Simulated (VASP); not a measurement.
Input of a VASP 6.6.1 run:

The input INCAR:

```
SYSTEM = BiTe
PREC = Accurate
ENCUT = 520
EDIFF = 1E-7
ISMEAR = 0
SIGMA = 0.1
LREAL = .FALSE.
LASPH = .TRUE.
NELM = 60
ALGO = Normal
ISIF = 2
LWAVE = .FALSE.
LCHARG = .FALSE.
GGA = PE
NBANDS = 18
```

The input KPOINTS:

```
Automatic mesh
0
G
  6 6 6
  0 0 0
```

The input POSCAR:

```
BiTe
1.0
    2.4227078100      1.3987510100      3.3172919800
   -2.4227078100      1.3987510100      3.3172919800
    0.0000000000     -2.7975020100      3.3172919800
Bi Te
1 1
Direct
    0.5000000000      0.5000000000      0.5000000000
    0.0000000000      0.0000000000      0.0000000000
```

Potentials or basis: VASP PAW PBE potentials, release 64 (Bi_d, Te).

Launch:

```sh
$ cat potpaw_PBE.64/Bi_d/POTCAR potpaw_PBE.64/Te/POTCAR > POTCAR
$ mpirun -np 1 vasp_std > vasp.out
```

Q: What does it give for the band gap on the k mesh?

A: Zero (an odd number of electrons rules out a gap without spin polarisation).

Q: What does it give for the pressure?

A: -0.1 GPa.

Stress tensor (GPa, compression positive):
```
-0.04  0.00  0.00
 0.00 -0.04  0.00
 0.00  0.00 -0.28
```

Caveat: spin-orbit coupling is left out, which moves the levels of the heavy elements.
